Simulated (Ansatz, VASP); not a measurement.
## C in VASP and in Ansatz

POSCAR

```
C
1.0
    3.4545216478     -0.1111517468      0.1690727498
    0.1111517468     -3.8115038009      0.1143471339
   -0.1690727498      0.1143471339     -3.2804794629
C
8
Direct
    0.5149868243      0.0546482339      0.0009175786
   -0.0195050921      0.4585479549      0.0048712572
    0.0251864182     -0.0040465470      0.5604450616
    0.4612591459      0.5232377583      0.4597069706
    0.7074235139      0.7606737356      0.7531369556
    0.2945149656      0.2658360520      0.7783392978
    0.2665322436      0.7084166378      0.2130583350
    0.7496019805      0.2326861746      0.2295245436
```

The input INCAR.step1:

```
PREC = Accurate
ENCUT = 520
ISMEAR = 0
SIGMA = 0.05
LREAL = False
LASPH = True
NELM = 80
NBANDS = 26
GGA = PE
ALGO = Normal
EDIFF = 1E-4
LWAVE = True
LCHARG = False
```

The input INCAR.step2:

```
PREC = Accurate
ENCUT = 520
EDIFF = 1E-6
ISMEAR = 0
SIGMA = 0.05
LREAL = False
LASPH = True
NELM = 80
ALGO = Normal
ISIF = 2
LWAVE = False
LCHARG = False
METAGGA = R2SCAN
LMIXTAU = True
NBANDS = 26
ISTART = 1
```

Contents of KPOINTS:

```
regular mesh
0
Gamma
  6 6 6
```

Input for Ansatz:

```yaml
crystal:
  lattice:
    - [3.4545216478, -0.1111517468, 0.1690727498]
    - [0.1111517468, -3.8115038009, 0.1143471339]
    - [-0.1690727498, 0.1143471339, -3.2804794629]
  atoms:
    - { symbol: C, position: [0.5149868243, 0.0546482339, 0.0009175786] }
    - { symbol: C, position: [-0.0195050921, 0.4585479549, 0.0048712572] }
    - { symbol: C, position: [0.0251864182, -0.004046547, 0.5604450616] }
    - { symbol: C, position: [0.4612591459, 0.5232377583, 0.4597069706] }
    - { symbol: C, position: [0.7074235139, 0.7606737356, 0.7531369556] }
    - { symbol: C, position: [0.2945149656, 0.265836052, 0.7783392978] }
    - { symbol: C, position: [0.2665322436, 0.7084166378, 0.213058335] }
    - { symbol: C, position: [0.7496019805, 0.2326861746, 0.2295245436] }
basis:
  ecutwfc: 500
kpoints:
  mp_grid: { grid: [6, 6, 6] }
hamiltonian:
  xc: r2scan
scf:
  occupations: { method: gaussian, width: 0.05 }
output:
  forces: true
  stress: true
  eigenvalues: true
```

Change from the starting cell: all atoms moved at random (sigma 0.15 Å a component), cell strained at random (sigma 0.05).

Alike in both runs: task single point; functional r2SCAN; k mesh 6 × 6 × 6; occupations gaussian, width 0.05 eV; no spin polarisation.

|  | VASP | Ansatz |
| --- | --- | --- |
| version | VASP 6.6.1 | Ansatz 0.2.0 |
| potentials or method | VASP PAW PBE potentials, release 64 (C), cutoff 520 eV | scalar-relativistic, plane waves, PAW |
| valence electrons in the cell | 32 | 32 |

Ansatz gave:

* gap on the k mesh at the Fermi level (eV): none
* pressure (GPa): 72.2
* traceless stress, the component that is largest in VASP (GPa): -91.25
* rms of the force components (eV/Å): 7.081

Task: What did VASP give for the same quantities?

Result: gap on the k mesh at the Fermi level (eV): none; pressure (GPa): 73.6; traceless stress, the component that is largest in VASP (GPa): -91.96; rms of the force components (eV/Å): 7.122.

VASP's potentials were made for PBE, not for r2SCAN. Atom by atom the forces differ by 0.053 eV/Å (rms over components). A gap of «none» marks a metal or a gap that the smearing closes. Both programs put the cell under a high pressure, so it lies far from rest at this level.

Noted on VASP's run: the cell as given lies far from equilibrium.
